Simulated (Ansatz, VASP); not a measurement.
**KCl in VASP and in Ansatz**

File POSCAR:

```
KCl
1.0
    0.0000000000      3.1448471156      3.1448471156
    3.1448471156      0.0000000000      3.1448471156
    3.1448471156      3.1448471156      0.0000000000
K Cl
1 1
Direct
    0.0000000000      0.0000000000      0.0000000000
    0.5000000000      0.5000000000      0.5000000000
```

The input INCAR.step1:

```
SYSTEM = KCl
PREC = Accurate
ENCUT = 520
EDIFF = 1E-5
ISMEAR = 0
SIGMA = 0.01
LREAL = .FALSE.
LASPH = .TRUE.
NELM = 60
ALGO = Normal
ISIF = 2
LWAVE = .TRUE.
LCHARG = .FALSE.
NBANDS = 15
GGA = PE
```

Contents of INCAR.step2:

```
SYSTEM = KCl
PREC = Accurate
ENCUT = 520
EDIFF = 1E-6
ISMEAR = 0
SIGMA = 0.01
LREAL = .FALSE.
LASPH = .TRUE.
NELM = 60
ALGO = Normal
ISIF = 2
LWAVE = .FALSE.
LCHARG = .FALSE.
GGA = PE
LHFCALC = .TRUE.
AEXX = 1.0
HFSCREEN = 0.5
PRECFOCK = Normal
NBANDS = 15
ISTART = 1
ALDAC = 1.0
AGGAC = 1.0
```

File KPOINTS:

```
regular mesh
0
G
  4 4 4
  0 0 0
```

Input for Ansatz:

```yaml
crystal:
  lattice:
    - [0.0, 3.1448471156, 3.1448471156]
    - [3.1448471156, 0.0, 3.1448471156]
    - [3.1448471156, 3.1448471156, 0.0]
  atoms:
    - { symbol: K, position: [0.0, 0.0, 0.0] }
    - { symbol: Cl, position: [0.5, 0.5, 0.5] }
kpoints:
  mp_grid: { grid: [4, 4, 4] }
hamiltonian:
  xc: { exchange: pbe, correlation: pbe, exx: { coeff: 1.0, omega: 0.5 } }
scf:
  occupations: { method: fixed }
  n_extra_bands: 4
output:
  forces: true
  stress: true
  eigenvalues: true
```

Alike in both runs: task single point; functional PBE-based screened hybrid with a share of 1.0 of exact exchange and HFSCREEN = 0.5; k mesh 4 × 4 × 4; no spin polarisation.

```csv
,VASP,Ansatz
version,VASP 6.6.1,Ansatz 0.2.0
potentials or method,"VASP PAW PBE potentials, release 64 (K_sv, Cl)",plane waves
plane-wave cutoff (eV),520,420
occupations,"gaussian, width 0.01 eV",fixed
valence electrons in the cell,16,16
```

Ansatz gave:

- gap on the k mesh at the Fermi level (eV): 8.00
- pressure (GPa): -0.4

Problem. Estimate VASP's values.

Solution. gap on the k mesh at the Fermi level (eV): 7.99; pressure (GPa): -0.4.

VASP's potentials were made for PBE, not for PBE-based screened hybrid. Ansatz's warnings: stress exchange threshold loose, stress scf threshold loose.

The k mesh is coarse, so the values compare programs but aren't converged.
